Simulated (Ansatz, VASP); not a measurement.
**Two plane-wave programs on Al2As5**

```xyz
14
Lattice="3.9000 0.0000 0.0000 -1.9500 3.3775 0.0000 0.0000 0.0000 23.0000" Properties=species:S:1:pos:R:3 pbc="T T T"
Al    0.0000    0.0000    9.8095
Al    1.9500    1.1258    6.5320
Al    0.0000    2.2517    3.2660
Al    0.0000    0.0000    0.0000
As    0.0000    2.2517   10.6260
As    0.0000    0.0000    7.3600
As    1.9500    1.1258    4.0825
As    0.0000    2.2517    0.8165
As    0.0000    0.0000   20.5620
As    0.0000    2.2517   19.2740
As    0.0000    2.2517   15.9850
As    1.9500    1.1258   17.2730
As    1.9500    1.1258   12.6960
As    0.0000    0.0000   13.9840
```

Alike in both runs: task relaxation of cell and atoms; functional PBE; k mesh 5 × 5 × 1; occupations gaussian, width 0.2 eV; no spin polarisation.

|  | VASP | Ansatz |
| --- | --- | --- |
| version | VASP 6.6.1 | Ansatz 0.2.0 |
| potentials or method | VASP PAW PBE potentials, release 64 (Al, As), cutoff 600 eV | scalar-relativistic, plane waves, PAW |
| valence electrons in the cell | 62 | 162 |

|  | VASP | Ansatz | Ansatz less VASP |
| --- | --- | --- | --- |
| gap on the k mesh at the Fermi level, each at its own relaxed structure (eV) | 0.42 | 0.38 | -0.038 |
| relaxed volume (Å³/atom) | 23.11 | 23.08 | -0.024 |
| relaxed cell length with the largest relative difference (Å) | 3.968 | 3.964 | -0.0038 |

VASP's potentials hold 62 valence electrons a cell and Ansatz's 162, so a difference there can come from the potentials and not from the codes.
